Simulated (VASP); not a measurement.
## CoSi2: single point with PBEsol

CoSi2:

```
Co Si
1.0
     0.00000    2.63508    2.63508
     2.63508    0.00000    2.63508
     2.63508    2.63508    0.00000
Co Si
1 2
Direct
  0.00000 0.00000 0.00000
  0.75000 0.75000 0.75000
  0.25000 0.25000 0.25000
```

- Program: VASP 6.6.1
- Task: single point
- Functional: PBEsol
- Potentials or basis: VASP PAW PBE potentials, release 64 (Co, Si)
- Cutoff: 520 eV
- k mesh: 9 × 9 × 9
- Occupations: fermi-dirac, width 0.05 eV
- Spin: collinear spin, ferromagnetic start
- Starting moments: [2.0, 0.0, 0.0] μB

```json
{
 "Pressure": "5.1 GPa",
 "Net moment": "0.00 μB per cell",
 "Valence electrons inside the program's atomic spheres": "Co 9.00; Si 1.62"
}
```

Levels at points of the mesh, in eV from the Fermi level:
Spin up:
```csv
k point,band 7,band 8,band 9,band 10,band 11,band 12
"(0.00, 0.00, 0.00)",1.32,3.48,3.48,3.48,3.67,3.67
```
Spin down:
```csv
k point,band 6,band 7,band 8,band 9,band 10,band 11,band 12,band 13
"(0.00, 0.00, 0.00)",-2.03,1.32,3.48,3.48,3.48,3.67,3.67,3.67
```

Run time: 52 s on 1 thread of Intel(R) Xeon(R) Platinum 8375C CPU @ 2.90GHz (Ice Lake), on a shared host, peak memory 0.19 GiB.

Caveat: the starting moments collapsed, and a magnetic state may lie lower; the PAW data sets were made with another functional, which shifts forces and pressure a little.
